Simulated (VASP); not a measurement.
## CoO: single point with PBEsol

Crystal: CoO.

```
Co O
1.0
    -1.50800    1.50800    2.10725
     1.50800   -1.50800    2.10725
     1.50800    1.50800   -2.10725
Co O
1 1
Direct
  0.00000 0.00000 0.00000
  0.50000 0.50000 0.00000
```

```yaml
Program: VASP 6.6.1
Task: single point
Functional: PBEsol
Potentials_or_basis: VASP PAW PBE potentials, release 64 (Co, O)
Cutoff: 520 eV
k_mesh: 10 × 10 × 10
Occupations: gaussian, width 0.4 eV
Spin: collinear spin, ferromagnetic start
Starting_moments: "[2.74, 0.38] μB"
```

```
Pressure                                              : -9.9 GPa
Net moment                                            : 2.79 μB per cell
Site moments                                          : Co +2.46; O +0.27 μB
Valence electrons inside the program's atomic spheres : Co 7.83; O 4.95
```

Stress tensor (GPa, compression positive):
```
-10.06   0.00   0.00
  0.00 -10.06   0.00
  0.00   0.00  -9.55
```

Levels at points of the mesh, in eV from the Fermi level:
Spin up:
```csv
k point,band 7,band 8,band 9,band 10,band 11,band 12
"(0.00, 0.00, 0.00)",-3.09,-3.09,-3.02,0.87,16.57,17.97
"(0.50, 0.00, 0.00)",-1.78,0.09,0.18,4.85,9.25,13.13
"(0.50, 0.50, 0.00)",-2.32,-2.02,-2.02,5.74,9.60,11.55
"(0.50, 0.50, 0.50)",-2.31,-2.03,-2.03,5.75,9.76,11.41
```
Spin down:
```
           k point  band 3  band 4  band 5  band 6  band 7  band 8  band 9  band 10
(0.00, 0.00, 0.00)   -2.73   -2.73   -1.14   -1.14   -1.09   -0.17   -0.17     1.41
(0.50, 0.00, 0.00)   -4.86   -4.83   -0.14   -0.11    0.17    2.49    2.57     5.15
(0.50, 0.50, 0.00)   -4.05   -3.96   -2.30    0.13    0.16    0.30    0.80     6.56
(0.50, 0.50, 0.50)   -4.04   -4.04   -2.30    0.15    0.15    0.33    0.80     6.56
```

Wall time 35 s on 1 thread of Intel(R) Xeon(R) 6975P-C (Granite Rapids) (shared host), peak memory 0.18 GiB.

Caveat: the PAW data sets were made with another functional, which shifts forces and pressure a little; a cell with one magnetic atom can't hold antiferromagnetic order, which such compounds often take; semilocal functionals often make such compounds metallic where correlation or magnetic order opens a gap, which also shifts bond lengths. With open d or f shells a metallic result of PBEsol can be an artefact of self-interaction; +U or a hybrid may open a gap.
